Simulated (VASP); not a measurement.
## Rh: single point with LDA

The system is Rh.

```xyz
1
Lattice="0.0000 1.8789 1.8789 1.8789 0.0000 1.8789 1.8789 1.8789 0.0000" Properties=species:S:1:pos:R:3 pbc="T T T"
Rh    0.0000    0.0000    0.0000
```

- Program: VASP 6.6.1
- Task: single point
- Functional: LDA
- Potentials or basis: VASP PAW LDA potentials, release 64 (Rh_pv)
- Cutoff: 520 eV
- k mesh: 26 × 26 × 26
- Occupations: fermi-dirac, width 0.15 eV
- Spin: no spin polarisation
- Dipole correction: no
- Further INCAR settings: ALGO = Fast; EDIFF = 1e-07; NBANDS = 14

- Pressure: 0.8 GPa
- Band gap on the k mesh: zero (an odd number of electrons rules out a gap without spin polarisation)

Levels at points of the mesh, in eV from the Fermi level:
```csv
k point,band 3,band 4,band 5,band 6,band 7,band 8,band 9,band 10,band 11,band 12
"(0.00, 0.00, 0.00)",-46.21,-8.28,-3.27,-3.27,-3.27,-1.02,-1.02,15.93,20.27,21.54
"(0.50, 0.00, 0.00)",-46.32,-6.46,-3.34,-3.34,0.64,0.64,0.67,8.98,15.46,20.27
"(0.50, 0.50, 0.00)",-46.51,-6.68,-6.30,0.62,1.08,1.08,3.26,12.72,13.43,13.43
```

Run time: 71 s on 1 thread of Intel Xeon 8259CL, with other jobs on the host, peak memory 0.19 GiB.
